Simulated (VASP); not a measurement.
# K2Zn2HF5 (a cell with a defect): single point with PBEsol

System: K2Zn2HF5 (a cell with a defect).

```
K Zn F H
1.0
     8.10453    0.00000    0.00000
     0.00000    4.05226    0.00000
     0.00000    0.00000    4.05226
K Zn F H
2 2 5 1
Direct
  0.99876 0.00581 0.00928
  0.50183 0.00313 0.99657
  0.24910 0.50544 0.50655
  0.75480 0.49513 0.50358
  0.24748 0.50363 0.00077
  0.75129 0.50523 0.99970
  0.00218 0.49954 0.48990
  0.25010 0.99435 0.49951
  0.75353 0.99893 0.49322
  0.49821 0.49705 0.25447
```

```yaml
Program: VASP 6.6.1
Task: single point
Functional: PBEsol
Potentials_or_basis: VASP PAW PBE potentials, release 64 (K_sv, Zn, F, H)
Cutoff: 520 eV
k_mesh: 2 × 2 × 2, shifted
Occupations: fermi-dirac, width 0.05 eV
Spin: collinear spin
Starting_moments: "[0.0, 0.167, 0.167, 0.167, 0.167, 0.167, 0.0, 0.0, 0.0, 0.167] μB"
```

```json
{
 "Largest force": "1.146 eV/Å",
 "Net moment": "1.00 μB per cell",
 "Site moments": "K +0.00, +0.02; Zn +0.03; F +0.08, +0.07, +0.01, +0.03 (each value once); H +0.29 μB",
 "Valence electrons inside the program's atomic spheres": "K 7.54; Zn 10.58; F 6.04, 6.07, 6.05 (each value once); H 0.39"
}
```

Forces in eV/Å, atoms in the order of the input:
```
K    0.072 -0.043 -0.063
K   -0.012 -0.089 -0.449
Zn  -1.078 -0.279 -0.270
Zn   1.103  0.127 -0.192
F    0.795 -0.067 -0.022
F   -0.757 -0.040 -0.093
F   -0.074 -0.019  0.116
F    0.751  0.374  0.040
F   -0.752 -0.034  0.085
H   -0.049  0.071  0.849
```

Levels at points of the mesh, in eV from the Fermi level:
Spin up:
```
           k point  band 35  band 36  band 37  band 38  band 39  band 40  band 41  band 42  band 43  band 44
(0.25, 0.25, 0.25)    -1.47    -1.38    -1.28    -1.08    -0.83     4.94     5.17     7.62     8.32     9.56
```
Spin down:
```csv
k point,band 35,band 36,band 37,band 38,band 39,band 40,band 41,band 42
"(0.25, 0.25, 0.25)",-1.40,-1.31,-1.16,-1.03,0.82,5.16,5.72,7.86
```

Wall time 63 s on 1 thread of Intel(R) Xeon(R) Platinum 8559C (Emerald Rapids), with other jobs on the host, peak memory 0.27 GiB.

Caveat: the k points lie up to 0.78 Å⁻¹ apart; the cell carries a net charge on a neutralising background, which shifts energy and pressure; the cell is charged against a uniform background, so pressure and absolute levels hang on convention; the PAW data sets were made with another functional, which shifts forces and pressure a little.
